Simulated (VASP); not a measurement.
A run of VASP 6.6.1 is set up as follows.

POSCAR

```
In3Se
1.0
    4.8037580000      0.0000000000      0.0000000000
    0.0000000000      4.8037580000      0.0000000000
    0.0000000000      0.0000000000      4.8037580000
In Se
3 1
Direct
    0.0000000000      0.5000000000      0.5000000000
    0.5000000000      0.0000000000      0.5000000000
    0.5000000000      0.5000000000      0.0000000000
    0.0000000000      0.0000000000      0.0000000000
```

INCAR.step1

```
  ALGO = Normal
  EDIFF = 1E-4
  ENCUT = 600
  GGA = PE
  ISMEAR = 0
  LASPH = True
  LCHARG = False
  LREAL = False
  LWAVE = True
  NELM = 80
  PREC = Accurate
  SIGMA = 0.1
```

Contents of INCAR.step2:

```
  ALGO = Normal
  BPARAM = 11.95
  CPARAM = 0.0093
  EDIFF = 1E-6
  EDIFFG = -0.01
  ENCUT = 600
  IBRION = 2
  ISIF = 3
  ISMEAR = 0
  ISTART = 1
  IVDW_NL = 2
  LASPH = True
  LCHARG = False
  LMIXTAU = True
  LREAL = False
  LUSE_VDW = True
  LWAVE = False
  METAGGA = R2SCAN
  NELM = 80
  NSW = 80
  PREC = Accurate
  SIGMA = 0.1
```

Contents of KPOINTS:

```
k-points
0
Gamma
  10 10 10
```

Potentials or basis: VASP PAW PBE potentials, release 64 (In_d, Se).

Command:

```bash
$ cat potpaw_PBE.64/In_d/POTCAR potpaw_PBE.64/Se/POTCAR > POTCAR
$ cp INCAR.step1 INCAR
$ mpirun -np 1 vasp_std > vasp.out
$ cp INCAR.step2 INCAR
$ mpirun -np 1 vasp_std > vasp.out
```

(1) Estimate the space group after relaxing (to 0.1 Å).

(2) What does it give for the relaxed volume?

(3) Predict the band gap on the k mesh.

Results:

(1) Pm-3m (No. 221).

(2) 26.16 Å³/atom.

(3) zero (an odd number of electrons rules out a gap without spin polarisation).

Caveat: the PAW data sets were made with another functional, which shifts forces and pressure a little; spin-orbit coupling is left out, which moves the levels of the heavy elements.
